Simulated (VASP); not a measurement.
# TiO2 (P-3m1) in VASP: a series of runs

Runs on TiO2. Level: LDA. Tasks: relaxation of cell and atoms.

Program: VASP 6.6.1. These are calculated values, not measurements. Logs are shortened: lines on timing, memory, paths and dates and some standing lists are left out, and cuts for length are marked.

**1. The cell of the first run**

Symmetry: P-3m1, No. 164, trigonal system. Conventional cell: a = 2.880 Å, b = 2.880 Å, c = 4.608 Å, α = 90.00°, β = 90.00°, γ = 120.00°. Ti (site symmetry -3m) has 6 O at 2.02 Å within 2.7 Å. O (site symmetry 3m) has 3 Ti at 2.02 Å within 2.7 Å.

**2. Relaxation of cell and atoms, LDA, target pressure 10 GPa, at which the enthalpy is minimised**

Contents of INCAR:

```
ALGO     = Normal         # electronic algorithm
EDIFF    = 1E-6           # SCF threshold, eV
EDIFFG   = -0.01          # ionic threshold
ENCUT    = 600            # plane-wave cutoff, eV
IBRION   = 2              # ionic algorithm
ISIF     = 3              # what is computed and relaxed
ISMEAR   = 1              # smearing method
LASPH    = T              # aspherical terms in the spheres
LCHARG   = F              # write CHGCAR
LREAL    = F              # projectors in reciprocal space
LWAVE    = F              # write WAVECAR
NELM     = 100            # most SCF steps
NSW      = 60             # ionic steps
PREC     = Accurate       # precision mode
PSTRESS  = 100.0        
SIGMA    = 0.02           # smearing width, eV
```

Contents of KPOINTS:

```
k-points
0
Gamma
  9 9 5
```

Contents of POSCAR:

```
TiO2
1.0
    2.8800000000      0.0000000000      0.0000000000
   -1.4400000000      2.4941531629      0.0000000000
    0.0000000000      0.0000000000      4.6080000000
Ti O
1 2
Direct
    0.0000000000      0.0000000000      0.0000000000
    0.3333333333      0.6666666667      0.2500000000
    0.6666666667      0.3333333333      0.7500000000
```

Potentials or basis: VASP PAW LDA potentials, release 64 (Ti_sv, O).

Launch:

```
> cat potpaw_LDA.64/Ti_sv/POTCAR potpaw_LDA.64/O/POTCAR > POTCAR
> mpirun -np 1 vasp_std > vasp.out
```

OUTCAR:

```text
EDIFF = 1E-6
   EDIFFG = -0.01
   ENCUT = 600
   IBRION = 2
   ISIF = 3
   ISMEAR = 1
   LASPH = T
   LREAL = F
   NELM = 100
   NSW = 60
   PREC = Accurate
   PSTRESS = 100.0

 ion  position               nearest neighbor table
   1  0.000  0.000  0.000-   2 2.02   3 2.02   3 2.02   2 2.02   3 2.02   2 2.02
   2  0.333  0.667  0.250-   1 2.02   1 2.02   1 2.02
   3  0.667  0.333  0.750-   1 2.02   1 2.02   1 2.02

  LATTYP: Found a hexagonal cell.
 ALAT       =     2.8800000000
 C/A-ratio  =     1.6000000000

  Lattice vectors:

 A1 = (   2.8800000000,   0.0000000000,   0.0000000000)
 A2 = (  -1.4400000000,   2.4941531629,   0.0000000000)
 A3 = (   0.0000000000,   0.0000000000,   4.6080000000)

Analysis of symmetry for initial positions (statically):
=====================================================================
 Subroutine PRICEL returns:
 Original cell was already a primitive cell.

 Routine SETGRP: Setting up the symmetry group for a
 hexagonal supercell.

 Subroutine GETGRP returns: Found 12 space group operations
 (whereof 12 operations were pure point group operations)
 out of a pool of 24 trial point group operations.

The static configuration has the point symmetry D_3d.

Analysis of symmetry for dynamics (positions and initial velocities):
=====================================================================
 Subroutine PRICEL returns:
 Original cell was already a primitive cell.

 Routine SETGRP: Setting up the symmetry group for a
 hexagonal supercell.

 Subroutine GETGRP returns: Found 12 space group operations
 (whereof 12 operations were pure point group operations)
 out of a pool of 24 trial point group operations.

The dynamic configuration has the point symmetry D_3d.

 Subroutine INISYM returns: Found 12 space group operations
 (whereof 12 operations are pure point group operations),
 and found     1 'primitive' translations

----------------------------------------------------------------------------------------

                                     Primitive cell

  volume of cell :      33.1000

  direct lattice vectors                    reciprocal lattice vectors
     2.880000000  0.000000000  0.000000000     0.347222222  0.200468843  0.000000000
    -1.440000000  2.494153163  0.000000000     0.000000000  0.400937687  0.000000000
     0.000000000  0.000000000  4.608000000     0.000000000  0.000000000  0.217013889

  length of vectors
     2.880000000  2.880000000  4.608000000     0.400937687  0.400937687  0.217013889

  position of ions in fractional coordinates (direct lattice)
     0.000000000  0.000000000  0.000000000
     0.333333333  0.666666667  0.250000000
     0.666666667  0.333333333  0.750000000

  ion indices of the primitive-cell ions
   primitive index   ion index
                 1           1
                 2           2
                 3           3

----------------------------------------------------------------------------------------

 KPOINTS: k-points

Automatic generation of k-mesh.
 Grid dimensions read from file:
 generate k-points for:    9    9    5

 Generating k-lattice:

  Cartesian coordinates                     Fractional coordinates (reciprocal lattice)
     0.038580247  0.022274316  0.000000000     0.111111111  0.000000000  0.000000000
     0.000000000  0.044548632  0.000000000     0.000000000  0.111111111  0.000000000
     0.000000000  0.000000000  0.043402778     0.000000000  0.000000000  0.200000000

  Length of vectors
     0.044548632  0.044548632  0.043402778

  Shift w.r.t. Gamma in fractional coordinates (k-lattice)
     0.000000000  0.000000000  0.000000000

 Subroutine IBZKPT returns following result:
 ===========================================

 Found     50 irreducible k-points:

 Following reciprocal coordinates:
            Coordinates               Weight
  0.000000  0.000000  0.000000      1.000000
  0.111111  0.000000  0.000000      6.000000
  0.222222  0.000000  0.000000      6.000000
  0.333333  0.000000  0.000000      6.000000
  0.444444  0.000000  0.000000      6.000000
  0.111111  0.111111  0.000000      6.000000
[... 16 lines left out ...]
  0.222222  0.111111  0.200000     12.000000
 -0.111111  0.333333  0.200000     12.000000
 [... further k-points ...]
   k-points           NKPTS =     50   k-points in BZ     NKDIM =     50   number of bands    NBANDS=     16
   number of dos      NEDOS =    301   number of ions     NIONS =      3
   total plane-waves  NPLWV =  23040
   dimension x,y,z NGX =    24 NGY =   24 NGZ =   40
   dimension x,y,z NGXF=    48 NGYF=   48 NGZF=   80
   ions per type =               1   2
   NGX,Y,Z   is equivalent  to a cutoff of  13.85, 13.85, 14.43 a.u.
   NGXF,Y,Z  is equivalent  to a cutoff of  27.71, 27.71, 28.86 a.u.
 SYSTEM =  unknown system
   PREC   = accura    normal or accurate (medium, high low for compatibility)
   ISTART =      0    job   : 0-new  1-cont  2-samecut
   ICHARG =      2    charge: 1-file 2-atom 10-const
   ISPIN  =      1    spin polarized calculation?
   LNONCOLLINEAR =      F non collinear calculations
   LSORBIT =      F    spin-orbit coupling
   LASPH  =      T    aspherical Exc in radial PAW
   ENCUT  =  600.0 eV  44.10 Ry    6.64 a.u.   5.75  5.75  9.20*2*pi/ulx,y,z
   NELM   =    100;   NELMIN=  2; NELMDL= -5     # of ELM steps
   EDIFF  = 0.1E-05   stopping-criterion for ELM
   LREAL  =      F    real-space projection
   EDIFFG = -.1E-01   stopping-criterion for IOM
   NSW    =     60    number of steps for IOM
   IBRION =      2    ionic relax: 0-MD 1-quasi-New 2-CG
   NFREE  =      1    steps in history (QN), initial steepest desc. (CG)
   ISIF   =      3    stress and relaxation
   ISYM   =      2    0-nonsym 1-usesym 2-fastsym
   POTIM  = 0.5000    time-step for ionic-motion
   TEBEG  =    0.0;   TEEND  =   0.0 temperature during run
   PSTRESS=  100.0 pullay stress
   NELECT =      24.0000    total number of electrons
   NUPDOWN=      -1.0000    fix difference up-down
   EMIN   =  10.00;   EMAX   =-10.00  energy-range for DOS
   EFERMI =   0.00;   METHOD = LEGACY
   ISMEAR =     1;   SIGMA  =   0.02  broadening in eV -4-tet -1-fermi 0-gaus
   EFERMI_NEDOS =   21; number of points for ismear=-14 and -15
   IALGO  =     38    algorithm
   IMIX   =      4    mixing-type and parameters
     AMIX     =   0.40;   BMIX     =  1.00
     AMIX_MAG =   1.60;   BMIX_MAG =  1.00
  volume/ion in A,a.u.               =      11.03        74.46
  Fermi-wavevector in a.u.,A,eV,Ry     =   1.470740  2.779295 29.430435  2.163076
  Thomas-Fermi vector in A             =   2.585960
   LORBIT       =      0    0 simple, 1 ext, 2 COOP (PROOUT), +10 PAW based schemes
   GGA     = CA    functional components
   LHFCALC =     F    Hartree Fock is set to
   AEXX    =    0.0000 exact exchange contribution
   IVDW    =     0    specifies the selected vdW correction
   LEPSILON=     F    determine dielectric tensor
   LRPA    =     F    only Hartree local field effects (RPA)
 conjugate gradient relaxation of ions
 non-spin polarized calculation
 Methfessel and Paxton  Order N= 1 SIGMA  =   0.02
  energy-cutoff  :      600.00
  volume of cell :       33.10
 maximum number of plane-waves:      1120
 NGX is ok and might be reduce to    24
   NGX = 11   NGY = 11   NGZ = 19

--------------------------------------- Ionic step        1  -------------------------------------------

 number of electron      23.9999993 magnetization

 Free energy of the ion-electron system (eV)
  ---------------------------------------------------
  ext. energy  EPLUGINS =         0.00000000
  ---------------------------------------------------
  free energy    TOTEN  =       -28.24229804 eV

  energy without entropy =      -28.24229804  energy(sigma->0) =      -28.24229804

------------------------ aborting loop because EDIFF is reached ----------------------------------------

  FORCE on cell =-STRESS in cart. coord.  units (eV):
  Direction    XX          YY          ZZ          XY          YZ          ZX
  --------------------------------------------------------------------------------------
  -------------------------------------------------------------------------------------
  Total       -1.3034155     -1.3034155     -7.5029855      0.0000000      0.0000000      0.0000000
  in kB      -63.0907059    -63.0907059   -363.1755575      0.0000000      0.0000000      0.0000000
  external PRESSURE =    -263.1189898 kB  Pullay stress =     100.0000000 kB
[... 96 lines left out ...]
  FREE ENERGIE OF THE ION-ELECTRON SYSTEM (eV)
  ---------------------------------------------------
  free  energy   TOTEN  =       -28.6626053894 eV

  energy  without entropy=      -28.6626234648  energy(sigma->0) =      -28.66261141

  enthalpy is  TOTEN    =       -26.8161402372 eV   P V=        1.8464651522

[... ionic steps 4 to 15 ...]

--------------------------------------- Ionic step       16  -------------------------------------------

 number of electron      23.9999990 magnetization

------------------------ aborting loop because EDIFF is reached ----------------------------------------

  FORCE on cell =-STRESS in cart. coord.  units (eV):
  Direction    XX          YY          ZZ          XY          YZ          ZX
  --------------------------------------------------------------------------------------
  -------------------------------------------------------------------------------------
  Total        1.8039006      1.8039006      1.8313776      0.0000000      0.0000000      0.0000000
  in kB       97.8881277     97.8881277     99.3791577      0.0000000      0.0000000      0.0000000
  external PRESSURE =      -1.6148623 kB  Pullay stress =     100.0000000 kB
[... 63 lines left out ...]
  enthalpy is  TOTEN    =       -26.9611674949 eV   P V=        1.8427334528

--------------------------------------- Ionic step       18  -------------------------------------------

 number of electron      23.9999990 magnetization

 Free energy of the ion-electron system (eV)
  ---------------------------------------------------
  ext. energy  EPLUGINS =         0.00000000
  ---------------------------------------------------
  free energy    TOTEN  =       -28.80392333 eV

  energy without entropy =      -28.80392619  energy(sigma->0) =      -28.80392428

 E-fermi :   5.0072     XC(G=0): -12.2552

 val. band max:        4.9904000938   @ k =   0.0000   0.0000   0.0000
 cond. band min:       7.2309679387   @ k =   0.0000   0.0000   0.4000
 fundamental gap:      2.2405678450
 Fermi energy:         5.0072373453

 k-point     1 :       0.0000    0.0000    0.0000
  band No.  band energies     occupation
      1     -50.9425      2.00000
      2     -27.6340      2.00000
      3     -27.2871      2.00000
      4     -27.2871      2.00000
      5     -13.2955      2.00000
      6     -10.6295      2.00000
[... 8 lines left out ...]
     15       9.1137      0.00000
     16      11.7443      0.00000
[... 420 lines left out ...]
  band No.  band energies     occupation
      1     -50.8713      2.00000
      2     -27.7961      2.00000
      3     -27.5216      2.00000
      4     -27.4167      2.00000
      5     -12.1809      2.00000
      6     -11.2951      2.00000
[... 8 lines left out ...]
     15       8.7736      0.00000
     16      11.0273      0.00000

 [... further k-points ...]

------------------------ aborting loop because EDIFF is reached ----------------------------------------

  FORCE on cell =-STRESS in cart. coord.  units (eV):
  Direction    XX          YY          ZZ          XY          YZ          ZX
  --------------------------------------------------------------------------------------
  -------------------------------------------------------------------------------------
  Total        1.8133111      1.8133111      1.8499232      0.0000000      0.0000000      0.0000000
  in kB       98.4021462     98.4021462    100.3889546      0.0000000      0.0000000      0.0000000
  external PRESSURE =      -0.9355844 kB  Pullay stress =     100.0000000 kB
[... 18 lines left out ...]
  FREE ENERGIE OF THE ION-ELECTRON SYSTEM (eV)
  ---------------------------------------------------
  free  energy   TOTEN  =       -28.8039233282 eV

  energy  without entropy=      -28.8039261927  energy(sigma->0) =      -28.80392428

  enthalpy is  TOTEN    =       -26.9611676429 eV   P V=        1.8427556853

 reached required accuracy - stopping structural energy minimisation
```

Run time: 7.2 min. Hardware: 1 thread of Intel Xeon 8259CL, shared host; peak memory 0.18 GiB.

What came out:

```
Free energy                                                : -28.8039 eV
Relaxed volume                                             : 9.84 Å³/atom
Relaxed cell                                               : a = 2.904 Å, b = 2.904 Å, c = 4.043 Å, α = 90.00°, β = 90.00°, γ = 120.00°
Space group after relaxing (to 0.1 Å)                      : P-3m1 (No. 164)
Energy change on relaxing (the run minimises the enthalpy) : -187.2 meV/atom
Ionic steps                                                : 18
Pressure after relaxing                                    : 9.9 GPa
Band gap on the k mesh                                     : 2.24 eV (least direct gap 2.31 eV)
```

Step by step:
| step | energy change (eV) | largest force (eV/Å) | pressure (GPa) | volume (Å³) |
| --- | --- | --- | --- | --- |
| 1 | 0.0000 | 3.3755 | -16.31 | 33.10 |
| 2 | 1.3979 | 6.2861 | 106.53 | 25.05 |
| 3 | -0.4203 | 0.6411 | 14.08 | 29.58 |
| 4 | -0.4109 | 0.3608 | 17.37 | 29.33 |
| 5 | -0.6061 | 0.0049 | 6.63 | 30.40 |
| 6 | -0.6023 | 0.0263 | 7.20 | 30.34 |
| 7 | -0.5687 | 0.3979 | 12.33 | 29.77 |
| 8 | -0.5854 | 0.2196 | 10.17 | 30.00 |
| 9 | -0.5791 | 0.1494 | 9.87 | 29.84 |
| 10 | -0.5627 | 0.0174 | 9.50 | 29.55 |
| 11 | -0.5660 | 0.0412 | 9.59 | 29.60 |
| 12 | -0.5577 | 0.0313 | 10.51 | 29.46 |
| 13 | -0.5596 | 0.0326 | 10.44 | 29.49 |
| 14 | -0.5606 | 0.0339 | 10.28 | 29.51 |
| 15 | -0.5629 | 0.0461 | 9.54 | 29.55 |
| 16 | -0.5617 | 0.0018 | 9.84 | 29.53 |
| 17 | -0.5616 | 0.0012 | 9.88 | 29.52 |
| 18 | -0.5616 | 0.0001 | 9.91 | 29.52 |

Final structure:
```yaml
crystal:
  lattice:
    - [2.90387, 0.00000, 0.00000]
    - [-1.45193, 2.51482, 0.00000]
    - [0.00000, 0.00000, 4.04291]
  atoms:
    - { symbol: Ti, position: [0.00000, 0.00000, 0.00000] }
    - { symbol: O, position: [0.33333, 0.66667, 0.23639] }
    - { symbol: O, position: [0.66667, 0.33333, 0.76361] }
```

Levels at points of the mesh, in eV from the valence-band top:
```csv
k point,band 8,band 9,band 10,band 11,band 12,band 13,band 14,band 15,band 16
"(0.00, 0.00, 0.00)",-4.54,-4.54,-0.65,-0.65,0.00,2.31,2.31,4.12,6.75
```

Caveat: the cell is relaxed towards a set pressure, so the run minimises the enthalpy, not the energy.

**3. Relaxation of cell and atoms, LDA, target pressure 20 GPa, at which the enthalpy is minimised**

Contents of INCAR:

```
PREC = Accurate ; ENCUT = 600
EDIFF = 1E-6 ; ISMEAR = 1
SIGMA = 0.02 ; LREAL = F
LASPH = T ; NELM = 80
ALGO = Normal ; ISIF = 3
LWAVE = F ; LCHARG = F
GGA = CA ; IBRION = 2
NSW = 60 ; EDIFFG = -0.01
PSTRESS = 200.0
```

Contents of KPOINTS:

```
regular mesh
0
Gamma
  9 9 5
```

POSCAR is that of step 2.

Potentials or basis: VASP PAW LDA potentials, release 64 (Ti_sv, O).

Launch:

```
> cat potpaw_LDA.64/Ti_sv/POTCAR potpaw_LDA.64/O/POTCAR > POTCAR
> mpirun -np 1 vasp_std > vasp.out
```

Run time: 7.5 min. Hardware: 1 thread of Intel Xeon 8259CL, shared host; peak memory 0.17 GiB.

The run converged. Its results:

```yaml
Free_energy: -28.6490 eV
Relaxed_volume: 9.28 Å³/atom
Relaxed_cell: a = 2.874 Å, b = 2.874 Å, c = 3.891 Å, α = 90.00°, β = 90.00°, γ = 120.00°
Space_group_after_relaxing_to_0.1_Å: P-3m1 (No. 164)
Energy_change_on_relaxing_the_run_minimises_the_enthalpy: -135.6 meV/atom
Ionic_steps: 17
Pressure_after_relaxing: 20.0 GPa
Largest_force_after_relaxing: 0.007 eV/Å
Band_gap_on_the_k_mesh: 2.09 eV (least direct gap 2.19 eV)
```

Forces on the atoms (eV/Å):
```
Ti   0.000  0.000  0.000
O    0.000  0.000 -0.007
O    0.000  0.000  0.007
```

Step by step:
```
step  energy change (eV)  largest force (eV/Å)  pressure (GPa)  volume (Å³)
   1              0.0000                3.3755          -16.31        33.10
   2              3.7565                9.9511          188.46        22.41
   3             -0.3131                0.6140           19.38        28.88
   4             -0.2819                0.2431           24.31        28.52
   5             -0.2668                0.1030           26.20        28.39
   6             -0.5001                0.3519           17.77        28.84
   7             -0.5067                0.3937           17.02        28.88
   8             -0.4505                0.3719           20.10        28.26
   9             -0.3928                0.3386           23.00        27.75
  10             -0.4068                0.3745           16.38        27.89
  11             -0.4042                0.0294           19.96        27.81
  12             -0.4035                0.0102           20.18        27.80
  13             -0.4025                0.0094           20.28        27.79
  14             -0.4028                0.0032           20.24        27.80
  15             -0.4082                0.0294           19.76        27.84
  16             -0.4055                0.0161           19.99        27.82
  17             -0.4067                0.0068           20.03        27.83
```

Final structure:
```xyz
3
Lattice="2.8737 0.0000 0.0000 -1.4369 2.4887 0.0000 0.0000 0.0000 3.8910" Properties=species:S:1:pos:R:3 pbc="T T T"
Ti    0.0000    0.0000    3.8910
O     0.0000    1.6592    0.9566
O     1.4369    0.8296    2.9344
```

Levels at points of the mesh, in eV from the valence-band top:
```
           k point  band 10  band 11  band 12  band 13  band 14  band 15
(0.00, 0.00, 0.00)    -0.83    -0.83     0.00     2.19     2.19     4.01
```

Caveat: the cell is relaxed towards a set pressure, so the run minimises the enthalpy, not the energy; the volume moved by over 15 % at a fixed basis, so the end points are rough.
